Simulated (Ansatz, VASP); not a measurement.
# FeSi in VASP and in Ansatz

```
Fe Si
1.0
     4.44665    0.00000    0.00000
     0.00000    4.44665    0.00000
     0.00000    0.00000    4.44665
Fe Si
4 4
Direct
  0.86334 0.63666 0.36334
  0.63666 0.36334 0.86334
  0.36334 0.86334 0.63666
  0.13666 0.13666 0.13666
  0.15887 0.34113 0.65887
  0.34113 0.65887 0.15887
  0.65887 0.15887 0.34113
  0.84113 0.84113 0.84113
```

Alike in both runs: task single point; functional r2SCAN; k mesh 6 × 6 × 6; no spin polarisation.

```csv
,VASP,Ansatz
version,VASP 6.6.1,Ansatz 0.2.0
potentials or method,"VASP PAW PBE potentials, release 64 (Fe, Si)","plane waves, PAW"
plane-wave cutoff (eV),660,500
occupations,"gaussian, width 0.01 eV",fixed
valence electrons in the cell,48,80
```

|  | VASP | Ansatz | Ansatz less VASP |
| --- | --- | --- | --- |
| gap on the k mesh at the Fermi level (eV) | 0.32 | 0.33 | +0.011 |
| pressure (GPa) | -6.8 | -7.1 | -0.32 |
| rms of the force components (eV/Å) | 0.041 | 0.053 | +0.0119 |

VASP's potentials were made for PBE, not for r2SCAN. Atom by atom the forces differ by 0.014 eV/Å (rms over components). VASP's potentials hold 48 valence electrons a cell and Ansatz's 80, so a difference there can come from the potentials and not from the codes.
